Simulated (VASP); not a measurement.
A run of VASP 6.6.1:

The input INCAR:

```
PREC = Accurate ; ENCUT = 600
EDIFF = 1E-6 ; ISMEAR = 0
SIGMA = 0.1 ; LREAL = F
LASPH = T ; NELM = 100
ALGO = Normal ; ISIF = 3
LWAVE = F ; LCHARG = F
GGA = PE ; IBRION = 2
NSW = 90 ; EDIFFG = -0.04
```

The input KPOINTS:

```
regular mesh
0
Gamma
  6 6 4
```

POSCAR

```
ZnCdF4
1.0
    3.6935227601      0.0000000000      0.0000000000
    0.0000000000      3.6935227601      0.0000000000
    0.0000000000      0.0000000000      6.8291878657
Zn Cd F
1 1 4
Direct
    0.0000000000      0.0000000000      0.0000000000
    0.5000000000      0.5000000000      0.5000000000
    0.0000000000      0.0000000000      0.6737842242
    0.5000000000      0.0000000000      0.0000000000
    0.0000000000      0.5000000000      0.0000000000
    0.0000000000      0.0000000000      0.3262157758
```

Potentials or basis: VASP PAW PBE potentials, release 64 (Zn, Cd, F).

The run is started by

```sh
$ cat potpaw_PBE.64/Zn/POTCAR potpaw_PBE.64/Cd/POTCAR potpaw_PBE.64/F/POTCAR > POTCAR
$ mpirun -np 1 vasp_std > vasp.out
```

Hardware: 1 thread of Intel(R) Xeon(R) 6975P-C (Granite Rapids), with other jobs on the host.

**Question.** How long does it take, and how much memory?

**Answer.** Wall time 72 s on 1 thread of Intel(R) Xeon(R) 6975P-C (Granite Rapids), with other jobs on the host, peak memory 0.29 GiB. Counts: scf iterations 22, k points 30, ion steps 2.
